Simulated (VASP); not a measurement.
Write the native input for VASP 6.6.1 that does the following.

```
Task                   : single point
Functional             : PBE
Dispersion             : D3(BJ)
Potentials or basis    : VASP PAW PBE potentials, release 64 (O_h, H_h, C_h)
Cutoff                 : 1000 eV
k mesh                 : 1 × 1 × 1
Occupations            : fermi-dirac, width 0.02 eV
Spin                   : no spin polarisation
Dipole correction      : no
Further INCAR settings : LREAL = Auto; ALGO = Normal; EDIFF = 1e-06; NBANDS = 69
```

The structure of H22CO11 lies in POSCAR:

```
H22CO11
1.0
    7.1203670000      0.0000000000      0.0000000000
    0.0000000000      7.1203670000      0.0000000000
    0.0000000000      0.0000000000      7.1203670000
O H C
11 22 1
Direct
    0.5132038840      0.1496411632      0.4295003333
    0.0995594750      0.6208106970      0.3834072036
    0.5307029820      0.8903192771      0.9630121593
    0.9060207149      0.6032694663      1.0258459992
    0.4725880000      0.5777792072      0.2793816667
    0.3845166970      0.4277167174      0.7958859424
    0.1380827702      0.9656805611      0.2182752659
    0.7166765421      0.8419790721      0.6373407438
    0.7501158297      0.8638599668      0.2338643500
    0.2125592684      0.7366755112      0.8382854423
   -0.0920036846      0.2128682412      0.6933631370
    0.3257135482      0.3252220005      0.1041098022
    0.6081006780      0.1195443999      0.3248708950
    0.0448572384      0.5602098881      0.2657166407
    0.2294544649      0.5826104188      0.3684781978
    0.4479684825      1.0014933219      0.9968727736
    3.9468752102      6.6800348915      1.0788488852
    1.0312811123      0.5884247259      0.9749778347
    1.4339569856      0.8175140411      0.8945044546
    0.5401126094      0.4764361163      0.2143990612
    0.4428985191      0.6744174844      0.1857909852
    0.3263876707      0.3118519031      0.7477002239
    0.2856453888      0.5350566902      0.7866308015
    0.1685165947      0.8603629560      0.3042680244
    0.0234398030      1.0263094585      0.2656745081
    0.6367368424      0.9024675273      0.7393579573
    0.6801896588      0.7127301163      0.6056288953
    0.6727743106      0.8720477470      0.1212016178
    0.7004976008      0.7497928126      0.2789322517
    0.2324739722      0.8198594258      0.7214796653
    0.7158900658      0.9222839216      0.5166306737
   -0.0521461885      0.4999320962      0.6535196852
   -0.2688063691      0.3765255358      0.5320793156
   -0.1332234701      0.3668209799      0.6239987349
```

These files were run (other wordings do the same):

INCAR

```
ALGO     = Normal         # electronic algorithm
EDIFF    = 1E-6           # SCF threshold, eV
ENCUT    = 1000           # plane-wave cutoff, eV
GGA      = PE             # functional
GGA_COMPAT= False        
ISIF     = 2              # what is computed and relaxed
ISMEAR   = -1             # smearing method
IVDW     = 12             # dispersion correction
LASPH    = True           # aspherical terms in the spheres
LCHARG   = False          # write CHGCAR
LREAL    = Auto         
LWAVE    = False          # write WAVECAR
NBANDS   = 69             # bands
NELM     = 120            # most SCF steps
PREC     = Accurate       # precision mode
SIGMA    = 0.02           # smearing width, eV
```

KPOINTS

```
k-points
0
Gamma
  1 1 1
```

Potentials or basis: VASP PAW PBE potentials, release 64 (O_h, H_h, C_h).

The run is started by

```console
$ cat potpaw_PBE.64/O_h/POTCAR potpaw_PBE.64/H_h/POTCAR potpaw_PBE.64/C_h/POTCAR > POTCAR
$ mpirun -np 1 vasp_gam > vasp.out
```

Results of the run:

```yaml
Pressure: 1.7 GPa
Largest_force: 31.158 eV/Å
Dispersion_energy_per_atom: -0.036 eV
```

Caveat: the k points lie up to 0.88 Å⁻¹ apart, too coarse for converged energies, forces and pressures; the atoms stand as in a frame of molecular dynamics.

Wall time 2 min on 1 thread of Intel(R) Xeon(R) 6975P-C (Granite Rapids), on a shared host, peak memory 0.92 GiB.
